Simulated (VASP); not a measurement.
# MnAs (Pnma) in VASP: single point with PBE

Aim: the single point of MnAs with PBE.

Everything below comes from runs of VASP 6.6.1. Logs are shortened: lines on timing, memory, paths and dates and some standing lists are left out, and cuts for length are marked.

### 1 The cell of the first run

It takes space group Pnma (No. 62, orthorhombic). The conventional cell has a = 5.510 Å, b = 3.436 Å, c = 6.007 Å, α = 90.00°, β = 90.00°, γ = 90.00°. Mn (site symmetry m) has 6 As at 2.36 to 2.58 Å and 4 Mn at 2.85 to 2.86 Å within 3.1 Å. As (site symmetry m) has 6 Mn at 2.36 to 2.58 Å and 2 As at 2.93 Å within 3.1 Å.

### 2 Single point, PBE, collinear spin, ferrimagnetic start

INCAR reads:

```
PREC     = Accurate       # precision mode
ENCUT    = 520            # plane-wave cutoff, eV
EDIFF    = 1E-6           # SCF threshold, eV
ISMEAR   = -1             # smearing method
SIGMA    = 0.0109         # smearing width, eV
LREAL    = False          # projectors in reciprocal space
LASPH    = True           # aspherical terms in the spheres
NELM     = 150            # most SCF steps
ALGO     = Normal         # electronic algorithm
ISIF     = 2              # what is computed and relaxed
LWAVE    = False          # write WAVECAR
LCHARG   = False          # write CHGCAR
ISPIN    = 2              # spin polarisation
MAGMOM   = 2 2 2 2 -0.11 -0.11 -0.11 -0.11 # initial moments
LORBIT   = 11             # projections on sites
LMAXMIX  = 4              # l up to which the mixer works
GGA      = PE             # functional
NBANDS   = 50             # bands
```

KPOINTS reads:

```
Automatic mesh
0
Gamma
  4 6 3
```

POSCAR reads:

```
MnAs
1.0
    5.5101337258      0.0000000000      0.0000000000
    0.0000000000      3.4360902160      0.0000000000
    0.0000000000      0.0000000000      6.0073292278
Mn As
4 4
Direct
    0.0038210975      0.2500000000      0.1899639941
    0.4961789025      0.7500000000      0.6899639941
    0.5038210975      0.2500000000      0.3100360059
    0.9961789025      0.7500000000      0.8100360059
    0.1954873227      0.2500000000      0.5822135873
    0.3045126773      0.7500000000      0.0822135873
    0.6954873227      0.2500000000      0.9177864127
    0.8045126773      0.7500000000      0.4177864127
```

Potentials or basis: VASP PAW PBE potentials, release 64 (Mn_pv, As).

Run with:

```sh
$ cat potpaw_PBE.64/Mn_pv/POTCAR potpaw_PBE.64/As/POTCAR > POTCAR
$ mpirun -np 1 vasp_std > vasp.out
```

OUTCAR:

```text
PREC = Accurate
   ENCUT = 520
   EDIFF = 1E-6
   ISMEAR = -1
   LREAL = False
   LASPH = True
   NELM = 150
   ISIF = 2
   ISPIN = 2
   LORBIT = 11
   GGA = PE

 ion  position               nearest neighbor table
   1  0.004  0.250  0.190-   7 2.36   8 2.46   8 2.46   6 2.47   6 2.47   5 2.58   3 2.85   3 2.85
                             4 2.86   4 2.86
   2  0.496  0.750  0.690-   8 2.36   7 2.46   7 2.46   5 2.47   5 2.47   6 2.58   4 2.85   4 2.85
                             3 2.86   3 2.86
   3  0.504  0.250  0.310-   5 2.36   6 2.46   6 2.46   8 2.47   8 2.47   7 2.58   1 2.85   1 2.85
                             2 2.86   2 2.86
   4  0.996  0.750  0.810-   6 2.36   5 2.46   5 2.46   7 2.47   7 2.47   8 2.58   2 2.85   2 2.85
                             1 2.86   1 2.86
   5  0.195  0.250  0.582-   3 2.36   4 2.46   4 2.46   2 2.47   2 2.47   1 2.58
   6  0.305  0.750  0.082-   4 2.36   3 2.46   3 2.46   1 2.47   1 2.47   2 2.58
   7  0.695  0.250  0.918-   1 2.36   2 2.46   2 2.46   4 2.47   4 2.47   3 2.58
   8  0.805  0.750  0.418-   2 2.36   1 2.46   1 2.46   3 2.47   3 2.47   4 2.58

  LATTYP: Found a simple orthorhombic cell.
 ALAT       =     3.4360902160
 B/A-ratio  =     1.6036056621
 C/A-ratio  =     1.7483036970

  Lattice vectors:

 A1 = (   0.0000000000,  -3.4360902160,   0.0000000000)
 A2 = (   5.5101337258,   0.0000000000,   0.0000000000)
 A3 = (   0.0000000000,   0.0000000000,   6.0073292278)

Analysis of symmetry for initial positions (statically):
=====================================================================
 Subroutine PRICEL returns:
 Original cell was already a primitive cell.

 Routine SETGRP: Setting up the symmetry group for a
 simple orthorhombic supercell.

 Subroutine GETGRP returns: Found  8 space group operations
 (whereof  2 operations were pure point group operations)
 out of a pool of  8 trial point group operations.

The static configuration has the point symmetry S_2 .
 The point group associated with its full space group is D_2h.

Analysis of symmetry for dynamics (positions and initial velocities):
=====================================================================
 Subroutine PRICEL returns:
 Original cell was already a primitive cell.

 Routine SETGRP: Setting up the symmetry group for a
 simple orthorhombic supercell.

 Subroutine GETGRP returns: Found  8 space group operations
 (whereof  2 operations were pure point group operations)
 out of a pool of  8 trial point group operations.

The dynamic configuration has the point symmetry S_2 .
 The point group associated with its full space group is D_2h.

Analysis of structural, dynamic, and magnetic symmetry:
=====================================================================
 Subroutine PRICEL returns:
 Original cell was already a primitive cell.

 Routine SETGRP: Setting up the symmetry group for a
 simple orthorhombic supercell.

 Subroutine GETGRP returns: Found  8 space group operations
 (whereof  2 operations were pure point group operations)
 out of a pool of  8 trial point group operations.

The overall configuration has the point symmetry S_2 .
 The point group associated with its full space group is D_2h.

 Subroutine INISYM returns: Found  8 space group operations
 (whereof  2 operations are pure point group operations),
 and found     1 'primitive' translations

----------------------------------------------------------------------------------------

                                     Primitive cell

  volume of cell :     113.7387

  direct lattice vectors                    reciprocal lattice vectors
     5.510133726  0.000000000  0.000000000     0.181483799  0.000000000  0.000000000
     0.000000000  3.436090216  0.000000000     0.000000000  0.291028447  0.000000000
     0.000000000  0.000000000  6.007329228     0.000000000  0.000000000  0.166463325

  length of vectors
     5.510133726  3.436090216  6.007329228     0.181483799  0.291028447  0.166463325

  position of ions in fractional coordinates (direct lattice)
     0.003821098  0.250000000  0.189963994
     0.496178902  0.750000000  0.689963994
     0.503821098  0.250000000  0.310036006
     0.996178902  0.750000000  0.810036006
     0.195487323  0.250000000  0.582213587
     0.304512677  0.750000000  0.082213587
     0.695487323  0.250000000  0.917786413
     0.804512677  0.750000000  0.417786413

  ion indices of the primitive-cell ions
   primitive index   ion index
                 1           1
                 2           2
[... 61 lines left out ...]
   total plane-waves  NPLWV =  56448
   dimension x,y,z NGX =    42 NGY =   28 NGZ =   48
   dimension x,y,z NGXF=    84 NGYF=   56 NGZF=   96
   ions per type =               4   4
   NGX,Y,Z   is equivalent  to a cutoff of  12.67, 13.55, 13.28 a.u.
   NGXF,Y,Z  is equivalent  to a cutoff of  25.34, 27.09, 26.57 a.u.
 SYSTEM =  unknown system
   PREC   = accura    normal or accurate (medium, high low for compatibility)
   ISTART =      0    job   : 0-new  1-cont  2-samecut
   ICHARG =      2    charge: 1-file 2-atom 10-const
   ISPIN  =      2    spin polarized calculation?
   LNONCOLLINEAR =      F non collinear calculations
   LSORBIT =      F    spin-orbit coupling
   LASPH  =      T    aspherical Exc in radial PAW
   ENCUT  =  520.0 eV  38.22 Ry    6.18 a.u.  10.25  6.39 11.17*2*pi/ulx,y,z
   NELM   =    150;   NELMIN=  2; NELMDL= -5     # of ELM steps
   EDIFF  = 0.1E-05   stopping-criterion for ELM
   LREAL  =      F    real-space projection
[... 7 lines left out ...]
   TEBEG  =    0.0;   TEEND  =   0.0 temperature during run
   PSTRESS=    0.0 pullay stress
   NELECT =      72.0000    total number of electrons
   NUPDOWN=      -1.0000    fix difference up-down
   EMIN   =  10.00;   EMAX   =-10.00  energy-range for DOS
   EFERMI =   0.00;   METHOD = LEGACY
   ISMEAR =    -1;   SIGMA  =   0.01  broadening in eV -4-tet -1-fermi 0-gaus
   EFERMI_NEDOS =   21; number of points for ismear=-14 and -15
   IALGO  =     38    algorithm
   IMIX   =      4    mixing-type and parameters
     AMIX     =   0.40;   BMIX     =  1.00
     AMIX_MAG =   1.60;   BMIX_MAG =  1.00
  volume/ion in A,a.u.               =      14.22        95.94
  Fermi-wavevector in a.u.,A,eV,Ry     =   1.405669  2.656329 26.883810  1.975904
  Thomas-Fermi vector in A             =   2.528107
   LORBIT       =     11    0 simple, 1 ext, 2 COOP (PROOUT), +10 PAW based schemes
   GGA     = PE    functional components
   LHFCALC =     F    Hartree Fock is set to
   AEXX    =    0.0000 exact exchange contribution
   IVDW    =     0    specifies the selected vdW correction
   LEPSILON=     F    determine dielectric tensor
   LRPA    =     F    only Hartree local field effects (RPA)
 spin polarized calculation
  energy-cutoff  :      520.00
  volume of cell :      113.74
 maximum number of plane-waves:      3088
 NGX is ok and might be reduce to    42
   NGX = 21   NGY = 13   NGZ = 23

 number of electron      71.9999993 magnetization       7.0120888

 Free energy of the ion-electron system (eV)
  ---------------------------------------------------
  ext. energy  EPLUGINS =         0.00000000
  ---------------------------------------------------
  free energy    TOTEN  =       -56.83049451 eV

  energy without entropy =      -56.82942065  energy(sigma->0) =      -56.82995758

 E-fermi :   8.5760     XC(G=0): -12.1163

 val. band max:        8.5700918437   @ k =   0.0000   0.3333   0.0000
 cond. band min:       8.5779474877   @ k =   0.2500   0.0000   0.3333
 fundamental gap:      0.0078556439
 Fermi energy:         8.5760028249

 spin component 1

 k-point     1 :       0.0000    0.0000    0.0000
  band No.  band energies     occupation
      1     -40.4646      1.00000
      2     -40.4555      1.00000
      3     -40.4277      1.00000
      4     -40.4202      1.00000
      5     -40.4165      1.00000
      6     -40.3983      1.00000
[... 1213 lines left out ...]
     47      11.3775      0.00000
     48      11.3775      0.00000
 Fermi energy:         8.5760028249

 spin component 2

 k-point     1 :       0.0000    0.0000    0.0000
  band No.  band energies     occupation
      1     -38.4665      1.00000
      2     -38.4522      1.00000
      3     -38.4226      1.00000
      4     -38.4164      1.00000
      5     -38.3602      1.00000
      6     -38.3544      1.00000
[... 1213 lines left out ...]
     47      12.1794      0.00000
     48      12.1794      0.00000
 [bands above 48 left out]

------------------------ aborting loop because EDIFF is reached ----------------------------------------

  FORCE on cell =-STRESS in cart. coord.  units (eV):
  Direction    XX          YY          ZZ          XY          YZ          ZX
  --------------------------------------------------------------------------------------
  -------------------------------------------------------------------------------------
  Total        0.2356194      0.1445069      0.1826847      0.0000000      0.0000000      0.0000000
  in kB        3.3190479      2.0355939      2.5733840      0.0000000      0.0000000      0.0000000
  external PRESSURE =       2.6426753 kB  Pullay stress =       0.0000000 kB

 VOLUME and BASIS-vectors are now :
 -----------------------------------------------------------------------------
  energy-cutoff  :      520.00
  volume of cell :      113.74
      direct lattice vectors                 reciprocal lattice vectors
     5.510133726  0.000000000  0.000000000     0.181483799  0.000000000  0.000000000
     0.000000000  3.436090216  0.000000000     0.000000000  0.291028447  0.000000000
     0.000000000  0.000000000  6.007329228     0.000000000  0.000000000  0.166463325

 POSITION                                       TOTAL-FORCE (eV/Angst)
 -----------------------------------------------------------------------------------
      0.02105      0.85902      1.14118         0.003405     -0.000000      0.004437
      2.73401      2.57707      4.14484        -0.003405      0.000000      0.004437
      2.77612      0.85902      1.86249         0.003405      0.000000     -0.004437
      5.48908      2.57707      4.86615        -0.003405      0.000000     -0.004437
      1.07716      0.85902      3.49755        -0.000780      0.000000     -0.000470
      1.67791      2.57707      0.49388         0.000780      0.000000     -0.000470
      3.83223      0.85902      5.51345        -0.000780      0.000000      0.000470
      4.43297      2.57707      2.50978         0.000780      0.000000      0.000470
 -----------------------------------------------------------------------------------
    total drift:                                0.000000      0.000000     -0.000000

  FREE ENERGIE OF THE ION-ELECTRON SYSTEM (eV)
  ---------------------------------------------------
  free  energy   TOTEN  =       -56.8304945085 eV

  energy  without entropy=      -56.8294206456  energy(sigma->0) =      -56.82995758

 total charge

# of ion       s       p       d       tot
------------------------------------------
    1        0.293   6.304   5.221  11.819
    2        0.293   6.304   5.221  11.819
    3        0.293   6.304   5.221  11.819
    4        0.293   6.304   5.221  11.819
    5        1.208   1.538   0.092   2.838
    6        1.208   1.538   0.092   2.838
    7        1.208   1.538   0.092   2.838
    8        1.208   1.538   0.092   2.838
--------------------------------------------------
tot          6.007  31.367  21.252  58.626

 magnetization (x)

# of ion       s       p       d       tot
------------------------------------------
    1        0.009   0.009   1.878   1.897
    2        0.009   0.009   1.878   1.897
    3        0.009   0.009   1.878   1.897
    4        0.009   0.009   1.878   1.897
    5       -0.009  -0.115   0.004  -0.120
    6       -0.009  -0.115   0.004  -0.120
    7       -0.009  -0.115   0.004  -0.120
    8       -0.009  -0.115   0.004  -0.120
--------------------------------------------------
tot          0.000  -0.423   7.530   7.108
```

Run time: 5.1 min. Hardware: 1 thread of AMD EPYC 9R45 (Zen 5), shared host; peak memory 0.34 GiB.

What came out:

```yaml
Free_energy: -56.8305 eV
Pressure: 0.3 GPa
Largest_force: 0.006 eV/Å
Net_moment: 7.01 μB per cell
Site_moments: Mn +1.90; As -0.12 μB
Valence_electrons_inside_the_program's_atomic_spheres: Mn 11.82; As 2.84
```

Forces on the atoms (eV/Å):
```
Mn   0.003  0.000  0.004
Mn  -0.003  0.000  0.004
Mn   0.003  0.000 -0.004
Mn  -0.003  0.000 -0.004
As  -0.001  0.000  0.000
As   0.001  0.000  0.000
As  -0.001  0.000  0.000
As   0.001  0.000  0.000
```

Levels at points of the mesh, in eV from the Fermi level:
Spin up:
| k point | band 36 | band 37 | band 38 | band 39 | band 40 | band 41 | band 42 | band 43 | band 44 | band 45 |
| --- | --- | --- | --- | --- | --- | --- | --- | --- | --- | --- |
| (0.00, 0.00, 0.00) | -1.18 | -0.98 | -0.95 | -0.75 | -0.21 | 0.46 | 1.02 | 2.41 | 2.55 | 2.69 |
| (0.50, 0.00, 0.00) | -0.94 | -0.87 | -0.87 | 0.18 | 0.18 | 1.18 | 1.18 | 1.68 | 1.68 | 3.15 |
| (0.00, 0.50, 0.00) | -1.26 | -1.20 | -1.20 | -1.04 | -1.04 | 0.27 | 0.27 | 1.28 | 1.28 | 1.93 |
| (0.50, 0.50, 0.00) | -1.22 | -0.86 | -0.86 | -0.86 | -0.86 | 0.66 | 0.66 | 0.66 | 0.66 | 3.34 |
Spin down:
```
           k point  band 30  band 31  band 32  band 33  band 34  band 35
(0.00, 0.00, 0.00)    -0.55    -0.26    -0.13     0.05     0.15     0.17
(0.50, 0.00, 0.00)    -0.80    -0.19    -0.19    -0.11    -0.11     0.70
(0.00, 0.50, 0.00)    -1.01    -0.75    -0.75     0.35     0.35     0.43
(0.50, 0.50, 0.00)    -0.94    -0.94    -0.94     0.76     0.76     0.76
```
